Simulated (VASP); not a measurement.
# Rh (P6_3/mmc) in VASP: a series of runs

Rh is run at these levels: r2SCAN; tasks: single point.

Program: VASP 6.6.1. These are calculated values, not measurements. Logs are shortened: lines on timing, memory, paths and dates and some standing lists are left out, and cuts for length are marked.

## (1) The cell of the first run

Symmetry: P6_3/mmc, No. 194, hexagonal system. Conventional cell: a = 2.649 Å, b = 2.649 Å, c = 4.495 Å, α = 90.00°, β = 90.00°, γ = 120.00°. Within 3.5 Å of Rh (site symmetry -6m2) lie 12 Rh at 2.65 to 2.72 Å.

This isn't the form of Rh at room conditions, which is fcc.

## (2) Single point, r2SCAN (strain -0.030 along x and y, +0.015 along z)

POSCAR reads:

```
Rh
1.0
    2.6490496710      0.0000000000      0.0000000000
   -1.3245248355      2.2941443109      0.0000000000
    0.0000000000      0.0000000000      4.4949163350
Rh
2
Direct
    0.6666666667      0.3333333333      0.7500000000
    0.3333333333      0.6666666667      0.2500000000
```

INCAR.step1 reads:

```
SYSTEM = Rh
ALGO = Normal
EDIFF = 1E-4
ENCUT = 520
GGA = PE
ISMEAR = 0
LASPH = .True.
LCHARG = .False.
LREAL = .False.
LWAVE = .True.
NBANDS = 22
NELM = 60
PREC = Accurate
SIGMA = 0.15
```

INCAR.step2 reads:

```
SYSTEM = Rh
ALGO = Normal
EDIFF = 1E-6
ENCUT = 520
ISIF = 2
ISMEAR = 0
ISTART = 1
LASPH = .True.
LCHARG = .False.
LMIXTAU = .True.
LREAL = .False.
LWAVE = .False.
METAGGA = R2SCAN
NBANDS = 22
NELM = 60
PREC = Accurate
SIGMA = 0.15
```

KPOINTS reads:

```
k-points
0
Gamma
  18 18 12
  0 0 0
```

Potentials or basis: VASP PAW PBE potentials, release 64 (Rh_pv).

The run is started by

```
> cat potpaw_PBE.64/Rh_pv/POTCAR > POTCAR
> cp INCAR.step1 INCAR
> mpirun -np 1 vasp_std > vasp.out
> cp INCAR.step2 INCAR
> mpirun -np 1 vasp_std > vasp.out
```

OUTCAR:

```text
SYSTEM = Rh
   EDIFF = 1E-6
   ENCUT = 520
   ISIF = 2
   ISMEAR = 0
   ISTART = 1
   LASPH = .True.
   LREAL = .False.
   METAGGA = R2SCAN
   NELM = 60
   PREC = Accurate

 ion  position               nearest neighbor table
   1  0.667  0.333  0.750-   2 2.72   2 2.72   2 2.72   2 2.72   2 2.72   2 2.72
   2  0.333  0.667  0.250-   1 2.72   1 2.72   1 2.72   1 2.72   1 2.72   1 2.72

  LATTYP: Found a hexagonal cell.
 ALAT       =     2.6490496710
 C/A-ratio  =     1.6968033420

  Lattice vectors:

 A1 = (   2.6490496710,   0.0000000000,   0.0000000000)
 A2 = (  -1.3245248355,   2.2941443109,   0.0000000000)
 A3 = (   0.0000000000,   0.0000000000,   4.4949163350)

Analysis of symmetry for initial positions (statically):
=====================================================================
 Subroutine PRICEL returns:
 Original cell was already a primitive cell.

 Routine SETGRP: Setting up the symmetry group for a
 hexagonal supercell.

 Subroutine GETGRP returns: Found 24 space group operations
 (whereof 12 operations were pure point group operations)
 out of a pool of 24 trial point group operations.

The static configuration has the point symmetry D_3d.
 The point group associated with its full space group is D_6h.

Analysis of symmetry for dynamics (positions and initial velocities):
=====================================================================
 Subroutine PRICEL returns:
 Original cell was already a primitive cell.

 Routine SETGRP: Setting up the symmetry group for a
 hexagonal supercell.

 Subroutine GETGRP returns: Found 24 space group operations
 (whereof 12 operations were pure point group operations)
 out of a pool of 24 trial point group operations.

The dynamic configuration has the point symmetry D_3d.
 The point group associated with its full space group is D_6h.

 Subroutine INISYM returns: Found 24 space group operations
 (whereof 12 operations are pure point group operations),
 and found     1 'primitive' translations

----------------------------------------------------------------------------------------

                                     Primitive cell

  volume of cell :      27.3170

  direct lattice vectors                    reciprocal lattice vectors
     2.649049671  0.000000000  0.000000000     0.377493865  0.217946185  0.000000000
    -1.324524836  2.294144311  0.000000000     0.000000000  0.435892370  0.000000000
     0.000000000  0.000000000  4.494916335     0.000000000  0.000000000  0.222473551
[... 76 lines left out ...]
   ISTART =      1    job   : 0-new  1-cont  2-samecut
   ICHARG =      0    charge: 1-file 2-atom 10-const
   ISPIN  =      1    spin polarized calculation?
   LNONCOLLINEAR =      F non collinear calculations
   LSORBIT =      F    spin-orbit coupling
   LASPH  =      T    aspherical Exc in radial PAW
   ENCUT  =  520.0 eV  38.22 Ry    6.18 a.u.   4.93  4.93  8.36*2*pi/ulx,y,z
   NELM   =     60;   NELMIN=  2; NELMDL=  0     # of ELM steps
   EDIFF  = 0.1E-05   stopping-criterion for ELM
   LREAL  =      F    real-space projection
   EDIFFG = 0.1E-04   stopping-criterion for IOM
   NSW    =      0    number of steps for IOM
   IBRION =     -1    ionic relax: 0-MD 1-quasi-New 2-CG
   NFREE  =      0    steps in history (QN), initial steepest desc. (CG)
   ISIF   =      2    stress and relaxation
   ISYM   =      2    0-nonsym 1-usesym 2-fastsym
   POTIM  = 0.5000    time-step for ionic-motion
   TEBEG  =    0.0;   TEEND  =   0.0 temperature during run
   PSTRESS=    0.0 pullay stress
   NELECT =      30.0000    total number of electrons
   NUPDOWN=      -1.0000    fix difference up-down
   EMIN   =  10.00;   EMAX   =-10.00  energy-range for DOS
   EFERMI =   0.00;   METHOD = LEGACY
   ISMEAR =     0;   SIGMA  =   0.15  broadening in eV -4-tet -1-fermi 0-gaus
   EFERMI_NEDOS =   21; number of points for ismear=-14 and -15
   IALGO  =     38    algorithm
   IMIX   =      4    mixing-type and parameters
     AMIX     =   0.40;   BMIX     =  1.00
     AMIX_MAG =   1.60;   BMIX_MAG =  1.00
  volume/ion in A,a.u.               =      13.66        92.17
  Fermi-wavevector in a.u.,A,eV,Ry     =   1.689032  3.191807 38.815076  2.852828
  Thomas-Fermi vector in A             =   2.771231
   LORBIT       =      0    0 simple, 1 ext, 2 COOP (PROOUT), +10 PAW based schemes
   METAGGA = R2SCAN    functional components
   LHFCALC =     F    Hartree Fock is set to
   AEXX    =    0.0000 exact exchange contribution
   IVDW    =     0    specifies the selected vdW correction
   LEPSILON=     F    determine dielectric tensor
   LRPA    =     F    only Hartree local field effects (RPA)
 non-spin polarized calculation
 Gauss-broadening in eV      SIGMA  =   0.15
  energy-cutoff  :      520.00
  volume of cell :       27.32
 maximum number of plane-waves:       762
 NGX is ok and might be reduce to    20
   NGX =  9   NGY =  9   NGZ = 17

 number of electron      29.9999987 magnetization

 Free energy of the ion-electron system (eV)
  ---------------------------------------------------
  ext. energy  EPLUGINS =         0.00000000
  ---------------------------------------------------
  free energy    TOTEN  =       -48.15698414 eV

  energy without entropy =      -48.12216072  energy(sigma->0) =      -48.13957243

 E-fermi :  11.9169     XC(G=0): -15.2520

 val. band max:       11.9105783844   @ k =   0.3333   0.0556   0.0833
 cond. band min:      11.9208722242   @ k =   0.1667   0.1667   0.4167
 fundamental gap:      0.0102938398
 Fermi energy:        11.9169135736

 k-point     1 :       0.0000    0.0000    0.0000
  band No.  band energies     occupation
      1     -36.6607      2.00000
      2     -36.0001      2.00000
      3     -36.0001      2.00000
      4     -35.9319      2.00000
      5     -35.9110      2.00000
      6     -35.9110      2.00000
[... 589 lines left out ...]
     21      25.1039      0.00000
     22      27.3024      0.00000

 [... further k-points ...]
[... 5 lines left out ...]
  --------------------------------------------------------------------------------------
  -------------------------------------------------------------------------------------
  Total        1.4947884      1.4947884     -0.8738042      0.0000000      0.0000000      0.0000000
  in kB       87.6713849     87.6713849    -51.2498103      0.0000000      0.0000000      0.0000000
  external PRESSURE =      41.3643198 kB  Pullay stress =       0.0000000 kB

 VOLUME and BASIS-vectors are now :
 -----------------------------------------------------------------------------
  energy-cutoff  :      520.00
  volume of cell :       27.32
      direct lattice vectors                 reciprocal lattice vectors
     2.649049671  0.000000000  0.000000000     0.377493865  0.217946185  0.000000000
    -1.324524836  2.294144311  0.000000000     0.000000000  0.435892370  0.000000000
     0.000000000  0.000000000  4.494916335     0.000000000  0.000000000  0.222473551

 POSITION                                       TOTAL-FORCE (eV/Angst)
 -----------------------------------------------------------------------------------
      1.32452      0.76471      3.37119         0.000000     -0.000000      0.000000
     -0.00000      1.52943      1.12373        -0.000000      0.000000      0.000000
 -----------------------------------------------------------------------------------
    total drift:                               -0.000000      0.000000     -0.000000

  FREE ENERGIE OF THE ION-ELECTRON SYSTEM (eV)
  ---------------------------------------------------
  free  energy   TOTEN  =       -48.1569841443 eV

  energy  without entropy=      -48.1221607174  energy(sigma->0) =      -48.13957243
```

OUTCAR.step1:

```text
SYSTEM = Rh
   EDIFF = 1E-4
   ENCUT = 520
   GGA = PE
   ISMEAR = 0
   LASPH = .True.
   LREAL = .False.
[... 824 lines left out ...]
      1.32452      0.76471      3.37119        -0.000000      0.000000      0.000000
     -0.00000      1.52943      1.12373         0.000000     -0.000000      0.000000
 -----------------------------------------------------------------------------------
    total drift:                               -0.000000      0.000000     -0.000000

  FREE ENERGIE OF THE ION-ELECTRON SYSTEM (eV)
  ---------------------------------------------------
  free  energy   TOTEN  =       -14.3950046266 eV

  energy  without entropy=      -14.3589480125  energy(sigma->0) =      -14.37697632
```

Wall time 3.4 min (1 thread of Intel Xeon 6975P-C (Granite Rapids), shared host); peak memory 0.24 GiB.

What came out:

```yaml
Free_energy: -48.1570 eV
Pressure: 4.1 GPa
Band_gap_on_the_k_mesh: zero (bands 15 and 16 overlap by 2.71 eV)
```

Stress tensor (GPa, compression positive):
```
 8.77  0.00  0.00
 0.00  8.77  0.00
 0.00  0.00 -5.12
```

Levels at points of the mesh, in eV from the Fermi level:
| k point | band 12 | band 13 | band 14 | band 15 | band 16 | band 17 | band 18 | band 19 |
| --- | --- | --- | --- | --- | --- | --- | --- | --- |
| (0.00, 0.00, 0.00) | -2.69 | -2.69 | -1.64 | -1.64 | 0.19 | 0.19 | 0.42 | 8.46 |
| (0.50, 0.00, 0.00) | -2.46 | -1.98 | 0.52 | 0.72 | 0.97 | 3.38 | 5.66 | 10.95 |
| (0.00, 0.00, 0.50) | -3.17 | -3.17 | -3.17 | -0.41 | -0.41 | -0.41 | -0.41 | 15.00 |
| (0.50, 0.00, 0.50) | -1.56 | -0.24 | -0.24 | 0.87 | 0.87 | 2.97 | 2.97 | 10.07 |

Caveat: the cell differs from its parent crystal (strain -0.030 along x and y, +0.015 along z); the stress differs along the axes, from -5 to 9 GPa; the PAW data sets were made with another functional, which shifts forces and pressure a little.

## (3) Single point, r2SCAN (strain -0.015 along x and y, -0.015 along z)

POSCAR reads:

```
Rh
1.0
    2.6900143566      0.0000000000      0.0000000000
   -1.3450071783      2.3296207694      0.0000000000
    0.0000000000      0.0000000000      4.3620616650
Rh
2
Direct
    0.6666666667      0.3333333333      0.7500000000
    0.3333333333      0.6666666667      0.2500000000
```

INCAR.step1 reads:

```
  ALGO = Normal
  EDIFF = 1E-4
  ENCUT = 520
  GGA = PE
  ISMEAR = 0
  LASPH = T
  LCHARG = F
  LREAL = F
  LWAVE = T
  NBANDS = 22
  NELM = 80
  PREC = Accurate
  SIGMA = 0.15
```

INCAR.step2 reads:

```
  ALGO = Normal
  EDIFF = 1E-7
  ENCUT = 520
  ISIF = 2
  ISMEAR = 0
  ISTART = 1
  LASPH = T
  LCHARG = F
  LMIXTAU = T
  LREAL = F
  LWAVE = F
  METAGGA = R2SCAN
  NBANDS = 22
  NELM = 80
  PREC = Accurate
  SIGMA = 0.15
```

KPOINTS reads:

```
k-points
0
Gamma
  18 18 12
```

Potentials or basis: VASP PAW PBE potentials, release 64 (Rh_pv).

The run is started by

```
> cat potpaw_PBE.64/Rh_pv/POTCAR > POTCAR
> cp INCAR.step1 INCAR
> mpirun -np 1 vasp_std > vasp.out
> cp INCAR.step2 INCAR
> mpirun -np 1 vasp_std > vasp.out
```

It took 4 min on 1 thread of Intel Xeon 6975P-C (Granite Rapids), shared host; peak memory 0.23 GiB.

Results (log left out):

* Free energy: -48.1976 eV
* Pressure: 3.3 GPa
* Band gap on the k mesh: zero (bands 15 and 16 overlap by 2.50 eV)

Stress tensor (GPa, compression positive):
```
3.88 0.00 0.00
0.00 3.88 0.00
0.00 0.00 2.16
```

Levels at points of the mesh, in eV from the Fermi level:
```tsv
k point	band 11	band 12	band 13	band 14	band 15	band 16	band 17	band 18	band 19	band 20
(0.00, 0.00, 0.00)	-3.18	-2.64	-2.64	-2.00	-2.00	0.14	0.14	0.84	9.10	16.67
(0.50, 0.00, 0.00)	-2.85	-2.35	-2.19	0.46	0.64	0.77	3.23	5.47	10.95	11.36
(0.00, 0.00, 0.50)	-3.29	-3.29	-3.29	-3.29	-0.47	-0.47	-0.47	-0.47	15.56	15.56
(0.50, 0.00, 0.50)	-1.75	-1.75	-0.30	-0.30	0.65	0.65	2.88	2.88	9.89	9.89
```

Caveat: the cell differs from its parent crystal (strain -0.015 along x and y, -0.015 along z); the cell stands under pressure; the PAW data sets were made with another functional, which shifts forces and pressure a little.
